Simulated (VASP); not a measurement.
# Cs (Fd-3m) in VASP: notebook

The runs below take Cs through single point, relaxation of cell and atoms, with BLYP.

Everything below comes from runs of VASP 6.6.1. Logs are shortened: lines on timing, memory, paths and dates and some standing lists are left out, and cuts for length are marked.

**1. The cell of the first run**

The structure is cubic, space group Fd-3m (No. 227). Conventional cell: a = 12.538 Å, b = 12.538 Å, c = 12.538 Å, α = 90.00°, β = 90.00°, γ = 90.00°.

**2. Single point, BLYP (volume scaled by 1.12)**

The input, INCAR:

```
SYSTEM = Cs
  PREC = Accurate
  ENCUT = 520
  EDIFF = 1E-6
  ISMEAR = -1
  SIGMA = 0.1
  LREAL = .False.
  LASPH = .True.
  NELM = 60
  ALGO = Normal
  ISIF = 2
  LWAVE = .False.
  LCHARG = .True.
  GGA = B5
  ALDAX = 1.0
  AGGAX = 1.0
  AGGAC = 1.0
  ALDAC = 0.0
  LELF = .True.
  LVHAR = .True.
  NBANDS = 16
```

The input, KPOINTS:

```
Automatic mesh
0
Gamma
  5 5 5
  0 0 0
```

The input, POSCAR:

```
Cs
1.0
    0.0000000000      6.2691381407      6.2691381407
    6.2691381407      0.0000000000      6.2691381407
    6.2691381407      6.2691381407      0.0000000000
Cs
2
Direct
    0.1250000000      0.1250000000      0.1250000000
    0.8750000000      0.8750000000      0.8750000000
```

Potentials or basis: VASP PAW PBE potentials, release 64 (Cs_sv).

Started as:

```sh
$ cat potpaw_PBE.64/Cs_sv/POTCAR > POTCAR
$ mpirun -np 1 vasp_std > vasp.out
```

OUTCAR:

```text
SYSTEM = Cs
   PREC = Accurate
   ENCUT = 520
   EDIFF = 1E-6
   ISMEAR = -1
   LREAL = .False.
   LASPH = .True.
   NELM = 60
   ISIF = 2
   GGA = B5

 ion  position               nearest neighbor table
   1  0.125  0.125  0.125-
   2  0.875  0.875  0.875-

  LATTYP: Found a face centered cubic cell.
 ALAT       =    12.5382762814

  Lattice vectors:

 A1 = (   0.0000000000,   6.2691381407,   6.2691381407)
 A2 = (   6.2691381407,   0.0000000000,   6.2691381407)
 A3 = (   6.2691381407,   6.2691381407,   0.0000000000)

Analysis of symmetry for initial positions (statically):
=====================================================================
 Subroutine PRICEL returns:
 Original cell was already a primitive cell.

 Routine SETGRP: Setting up the symmetry group for a
 face centered cubic supercell.

 Subroutine GETGRP returns: Found 48 space group operations
 (whereof 12 operations were pure point group operations)
 out of a pool of 48 trial point group operations.

The static configuration has the point symmetry D_3d.
 The point group associated with its full space group is O_h .

Analysis of symmetry for dynamics (positions and initial velocities):
=====================================================================
 Subroutine PRICEL returns:
 Original cell was already a primitive cell.

 Routine SETGRP: Setting up the symmetry group for a
 face centered cubic supercell.

 Subroutine GETGRP returns: Found 48 space group operations
 (whereof 12 operations were pure point group operations)
 out of a pool of 48 trial point group operations.

The dynamic configuration has the point symmetry D_3d.
 The point group associated with its full space group is O_h .

 Subroutine INISYM returns: Found 48 space group operations
 (whereof 12 operations are pure point group operations),
 and found     1 'primitive' translations

----------------------------------------------------------------------------------------

                                     Primitive cell

  volume of cell :     492.7805

  direct lattice vectors                    reciprocal lattice vectors
     0.000000000  6.269138141  6.269138141    -0.079755780  0.079755780  0.079755780
     6.269138141  0.000000000  6.269138141     0.079755780 -0.079755780  0.079755780
     6.269138141  6.269138141  0.000000000     0.079755780  0.079755780 -0.079755780

  length of vectors
     8.865900183  8.865900183  8.865900183     0.138141063  0.138141063  0.138141063

  position of ions in fractional coordinates (direct lattice)
     0.125000000  0.125000000  0.125000000
     0.875000000  0.875000000  0.875000000

  ion indices of the primitive-cell ions
   primitive index   ion index
                 1           1
                 2           2

----------------------------------------------------------------------------------------

 KPOINTS: Automatic mesh

Automatic generation of k-mesh.
 Grid dimensions read from file:
 generate k-points for:    5    5    5

 Generating k-lattice:

  Cartesian coordinates                     Fractional coordinates (reciprocal lattice)
    -0.015951156  0.015951156  0.015951156     0.200000000  0.000000000  0.000000000
     0.015951156 -0.015951156  0.015951156     0.000000000  0.200000000  0.000000000
     0.015951156  0.015951156 -0.015951156     0.000000000  0.000000000  0.200000000

  Length of vectors
     0.027628213  0.027628213  0.027628213

  Shift w.r.t. Gamma in fractional coordinates (k-lattice)
     0.000000000  0.000000000  0.000000000

 Subroutine IBZKPT returns following result:
 ===========================================

 Found     10 irreducible k-points:

 Following reciprocal coordinates:
            Coordinates               Weight
  0.000000  0.000000  0.000000      1.000000
  0.200000  0.000000  0.000000      8.000000
  0.400000  0.000000  0.000000      8.000000
  0.200000  0.200000  0.000000      6.000000
  0.400000  0.200000  0.000000     24.000000
 -0.400000  0.200000  0.000000     24.000000
 -0.200000  0.200000  0.000000     12.000000
  0.400000  0.400000  0.000000      6.000000
 -0.400000  0.400000  0.000000     12.000000
 -0.400000  0.400000  0.200000     24.000000
   k-points           NKPTS =     10   k-points in BZ     NKDIM =     10   number of bands    NBANDS=     16
   number of dos      NEDOS =    301   number of ions     NIONS =      2
   total plane-waves  NPLWV = 343000
   dimension x,y,z NGX =    70 NGY =   70 NGZ =   70
   dimension x,y,z NGXF=   140 NGYF=  140 NGZF=  140
   ions per type =               2
   NGX,Y,Z   is equivalent  to a cutoff of  13.13, 13.13, 13.13 a.u.
   NGXF,Y,Z  is equivalent  to a cutoff of  26.25, 26.25, 26.25 a.u.
 SYSTEM =  Cs
   PREC   = accura    normal or accurate (medium, high low for compatibility)
   ISTART =      0    job   : 0-new  1-cont  2-samecut
   ICHARG =      2    charge: 1-file 2-atom 10-const
   ISPIN  =      1    spin polarized calculation?
   LNONCOLLINEAR =      F non collinear calculations
   LSORBIT =      F    spin-orbit coupling
   LASPH  =      T    aspherical Exc in radial PAW
   ENCUT  =  520.0 eV  38.22 Ry    6.18 a.u.  16.48 16.48 16.48*2*pi/ulx,y,z
   NELM   =     60;   NELMIN=  2; NELMDL= -5     # of ELM steps
   EDIFF  = 0.1E-05   stopping-criterion for ELM
   LREAL  =      F    real-space projection
   EDIFFG = 0.1E-04   stopping-criterion for IOM
   NSW    =      0    number of steps for IOM
   IBRION =     -1    ionic relax: 0-MD 1-quasi-New 2-CG
   NFREE  =      0    steps in history (QN), initial steepest desc. (CG)
   ISIF   =      2    stress and relaxation
   ISYM   =      2    0-nonsym 1-usesym 2-fastsym
   POTIM  = 0.5000    time-step for ionic-motion
   TEBEG  =    0.0;   TEEND  =   0.0 temperature during run
   PSTRESS=    0.0 pullay stress
   NELECT =      18.0000    total number of electrons
   NUPDOWN=      -1.0000    fix difference up-down
   EMIN   =  10.00;   EMAX   =-10.00  energy-range for DOS
   EFERMI =   0.00;   METHOD = LEGACY
   ISMEAR =    -1;   SIGMA  =   0.10  broadening in eV -4-tet -1-fermi 0-gaus
   EFERMI_NEDOS =   21; number of points for ismear=-14 and -15
   IALGO  =     38    algorithm
   IMIX   =      4    mixing-type and parameters
     AMIX     =   0.40;   BMIX     =  1.00
     AMIX_MAG =   1.60;   BMIX_MAG =  1.00
  volume/ion in A,a.u.               =     246.39      1662.72
  Fermi-wavevector in a.u.,A,eV,Ry     =   0.543185  1.026471  4.014399  0.295050
  Thomas-Fermi vector in A             =   1.571549
   LORBIT       =      0    0 simple, 1 ext, 2 COOP (PROOUT), +10 PAW based schemes
   GGA     = B5    functional components
   LHFCALC =     F    Hartree Fock is set to
   AEXX    =    0.0000 exact exchange contribution
   IVDW    =     0    specifies the selected vdW correction
   LEPSILON=     F    determine dielectric tensor
   LRPA    =     F    only Hartree local field effects (RPA)
 non-spin polarized calculation
  energy-cutoff  :      520.00
  volume of cell :      492.78
 maximum number of plane-waves:     13323
 NGX is ok and might be reduce to    70
   NGX = 33   NGY = 33   NGZ = 33

 number of electron      17.9999997 magnetization

 Free energy of the ion-electron system (eV)
  ---------------------------------------------------
  ext. energy  EPLUGINS =         0.00000000
  ---------------------------------------------------
  free energy    TOTEN  =        -0.87002612 eV

  energy without entropy =       -0.80764234  energy(sigma->0) =       -0.83883423

 E-fermi :  -0.5360     XC(G=0):  -3.1330

 val. band max:       -0.6152082491   @ k =  -0.4000   0.4000   0.0000
 cond. band min:      -0.4531677476   @ k =  -0.4000   0.4000   0.0000
 fundamental gap:      0.1620405015
 Fermi energy:        -0.5359785038

 k-point     1 :       0.0000    0.0000    0.0000
  band No.  band energies     occupation
      1     -24.7502      2.00000
      2     -24.7458      2.00000
      3     -11.6033      2.00000
      4     -11.6033      2.00000
      5     -11.6033      2.00000
      6     -11.5631      2.00000
[... 8 lines left out ...]
     15       1.1330      0.00000
     16       1.1330      0.00000

 k-point     2 :       0.2000    0.0000    0.0000
  band No.  band energies     occupation
      1     -24.7499      2.00000
      2     -24.7461      2.00000
      3     -11.6046      2.00000
      4     -11.6046      2.00000
      5     -11.6025      2.00000
      6     -11.5641      2.00000
[... 8 lines left out ...]
     15       0.9296      0.00000
     16       1.1743      0.00000

 k-point     3 :       0.4000    0.0000    0.0000
  band No.  band energies     occupation
      1     -24.7492      2.00000
      2     -24.7467      2.00000
      3     -11.6066      2.00000
      4     -11.6066      2.00000
      5     -11.6010      2.00000
      6     -11.5658      2.00000
[... 8 lines left out ...]
     15       0.9205      0.00000
     16       1.3168      0.00000

 k-point     4 :       0.2000    0.2000    0.0000
  band No.  band energies     occupation
      1     -24.7498      2.00000
      2     -24.7462      2.00000
      3     -11.6061      2.00000
      4     -11.6061      2.00000
      5     -11.5996      2.00000
      6     -11.5670      2.00000
[... 8 lines left out ...]
     15       1.0143      0.00000
     16       1.1723      0.00000

 k-point     5 :       0.4000    0.2000    0.0000
  band No.  band energies     occupation
      1     -24.7492      2.00000
      2     -24.7468      2.00000
      3     -11.6086      2.00000
      4     -11.6080      2.00000
      5     -11.5959      2.00000
      6     -11.5708      2.00000
[... 8 lines left out ...]
     15       1.0190      0.00000
     16       1.2797      0.00000

 k-point     6 :      -0.4000    0.2000    0.0000
  band No.  band energies     occupation
      1     -24.7488      2.00000
      2     -24.7471      2.00000
      3     -11.6100      2.00000
      4     -11.6078      2.00000
      5     -11.5949      2.00000
      6     -11.5719      2.00000
[... 8 lines left out ...]
     15       0.9732      0.00000
     16       1.3513      0.00000

 k-point     7 :      -0.2000    0.2000    0.0000
  band No.  band energies     occupation
      1     -24.7494      2.00000
      2     -24.7465      2.00000
      3     -11.6082      2.00000
      4     -11.6058      2.00000
      5     -11.5988      2.00000
      6     -11.5678      2.00000
[... 8 lines left out ...]
     15       0.9596      0.00000
     16       1.2168      0.00000

 k-point     8 :       0.4000    0.4000    0.0000
  band No.  band energies     occupation
      1     -24.7487      2.00000
      2     -24.7473      2.00000
      3     -11.6100      2.00000
      4     -11.6100      2.00000
      5     -11.5897      2.00000
      6     -11.5773      2.00000
[... 8 lines left out ...]
     15       1.2187      0.00000
     16       1.2187      0.00000

 k-point     9 :      -0.4000    0.4000    0.0000
  band No.  band energies     occupation
      1     -24.7482      2.00000
      2     -24.7478      2.00000
      3     -11.6111      2.00000
      4     -11.6099      2.00000
      5     -11.5865      2.00000
      6     -11.5804      2.00000
[... 8 lines left out ...]
     15       1.0787      0.00000
     16       1.3512      0.00000

 k-point    10 :      -0.4000    0.4000    0.2000
  band No.  band energies     occupation
      1     -24.7485      2.00000
      2     -24.7474      2.00000
      3     -11.6107      2.00000
      4     -11.6094      2.00000
      5     -11.5897      2.00000
      6     -11.5772      2.00000
[... 8 lines left out ...]
     15       1.0304      0.00000
     16       1.2384      0.00000

------------------------ aborting loop because EDIFF is reached ----------------------------------------

  FORCE on cell =-STRESS in cart. coord.  units (eV):
  Direction    XX          YY          ZZ          XY          YZ          ZX
  --------------------------------------------------------------------------------------
  -------------------------------------------------------------------------------------
  Total       -0.1097368     -0.1097368     -0.1097368      0.0000000      0.0000000      0.0000000
  in kB       -0.3567874     -0.3567874     -0.3567874      0.0000000      0.0000000      0.0000000
  external PRESSURE =      -0.3567874 kB  Pullay stress =       0.0000000 kB

 VOLUME and BASIS-vectors are now :
 -----------------------------------------------------------------------------
  energy-cutoff  :      520.00
  volume of cell :      492.78
      direct lattice vectors                 reciprocal lattice vectors
     0.000000000  6.269138141  6.269138141    -0.079755780  0.079755780  0.079755780
     6.269138141  0.000000000  6.269138141     0.079755780 -0.079755780  0.079755780
     6.269138141  6.269138141  0.000000000     0.079755780  0.079755780 -0.079755780

 POSITION                                       TOTAL-FORCE (eV/Angst)
 -----------------------------------------------------------------------------------
      1.56728      1.56728      1.56728         0.000000      0.000000      0.000000
     10.97099     10.97099     10.97099        -0.000000     -0.000000     -0.000000
 -----------------------------------------------------------------------------------
    total drift:                                0.000000     -0.000000      0.000000

  FREE ENERGIE OF THE ION-ELECTRON SYSTEM (eV)
  ---------------------------------------------------
  free  energy   TOTEN  =        -0.8700261223 eV

  energy  without entropy=       -0.8076423409  energy(sigma->0) =       -0.83883423
```

It took 5.9 min on 1 thread of Intel Xeon Platinum 8488C (Sapphire Rapids), shared host; peak memory 0.67 GiB.

Results:

| Item | Value |
| --- | --- |
| Free energy | -0.8700 eV |
| Pressure | 0.0 GPa |
| Band gap on the k mesh | 0.16 eV, direct |

Caveat: the cell differs from its parent crystal (volume scaled by 1.12); the PAW data sets were made with another functional, which shifts forces and pressure a little; spin-orbit coupling is left out, which moves the levels of the heavy elements. A k mesh can miss the band edges.

**3. Relaxation of cell and atoms, BLYP**

This run uses another cell than the first one, of 149.11 Å³/atom, 0.605 times its volume.

The input, INCAR:

```
AGGAC = 1.0
AGGAX = 1.0
ALDAC = 0.0
ALDAX = 1.0
ALGO = Normal
EDIFF = 1E-6
EDIFFG = -0.01
ENCUT = 600
GGA = B5
IBRION = 2
ISIF = 3
ISMEAR = -1
LASPH = True
LCHARG = False
LREAL = False
LWAVE = False
NELM = 80
NSW = 80
PREC = Accurate
SIGMA = 0.1
```

The input, KPOINTS:

```
k-points
0
Gamma
  5 5 5
```

The input, POSCAR:

```
Cs
1.0
    0.0000000000      5.3027061682      5.3027061682
    5.3027061682      0.0000000000      5.3027061682
    5.3027061682      5.3027061682      0.0000000000
Cs
2
Direct
    0.1250000000      0.1250000000      0.1250000000
    0.8750000000      0.8750000000      0.8750000000
```

Potentials or basis: VASP PAW PBE potentials, release 64 (Cs_sv).

Started as:

```sh
$ cat potpaw_PBE.64/Cs_sv/POTCAR > POTCAR
$ mpirun -np 1 vasp_std > vasp.out
```

Wall time 19 min (1 thread of Intel Xeon Platinum 8488C (Sapphire Rapids), shared host); peak memory 0.51 GiB.

It converged, with:

```yaml
Free_energy: -0.8699 eV
Relaxed_volume: 226.80 Å³/atom
Relaxed_cell: a = 8.624 Å, b = 8.624 Å, c = 8.624 Å, α = 60.00°, β = 60.00°, γ = 60.00°
Space_group_after_relaxing_to_0.05_Å: Fd-3m (No. 227)
Energy_gained_by_relaxing: 84.5 meV/atom
Ionic_steps: 8
Pressure_after_relaxing: 0.0 GPa
Band_gap_on_the_k_mesh: 0.17 eV, direct
```

Step by step:
| step | energy change (eV) | largest force (eV/Å) | pressure (GPa) | volume (Å³) |
| --- | --- | --- | --- | --- |
| 1 | 0.0000 | 0.0000 | 0.47 | 298.21 |
| 2 | -0.0497 | 0.0000 | 0.36 | 317.37 |
| 3 | -0.1416 | 0.0000 | 0.13 | 379.74 |
| 4 | -0.1549 | 0.0000 | -0.06 | 527.96 |
| 5 | -0.1686 | 0.0000 | -0.01 | 468.57 |
| 6 | -0.1691 | 0.0000 | -0.01 | 459.52 |
| 7 | -0.1633 | 0.0000 | 0.06 | 418.36 |
| 8 | -0.1691 | 0.0000 | 0.00 | 453.60 |

Final structure:
```cif
data_structure
_symmetry_space_group_name_H-M 'P 1'
_symmetry_Int_Tables_number 1
_cell_length_a 8.6244
_cell_length_b 8.6244
_cell_length_c 8.6244
_cell_angle_alpha 60.000
_cell_angle_beta 60.000
_cell_angle_gamma 60.000
_cell_volume 453.60
loop_
_atom_site_label
_atom_site_type_symbol
_atom_site_fract_x
_atom_site_fract_y
_atom_site_fract_z
_atom_site_occupancy
Cs1 Cs 0.12500 0.12500 0.12500 1
Cs2 Cs 0.87500 0.87500 0.87500 1
```

Levels at points of the mesh, in eV from the valence-band top:
```tsv
k point	band 6	band 7	band 8	band 9	band 10	band 11	band 12	band 13
(0.00, 0.00, 0.00)	-10.94	-10.94	-10.94	-0.95	1.43	1.43	1.48	1.48
```

Caveat: the volume moved by over 15 % at a fixed basis, so the end points are rough; the PAW data sets were made with another functional, which shifts forces and pressure a little; spin-orbit coupling is left out, which moves the levels of the heavy elements. A k mesh can miss the band edges.
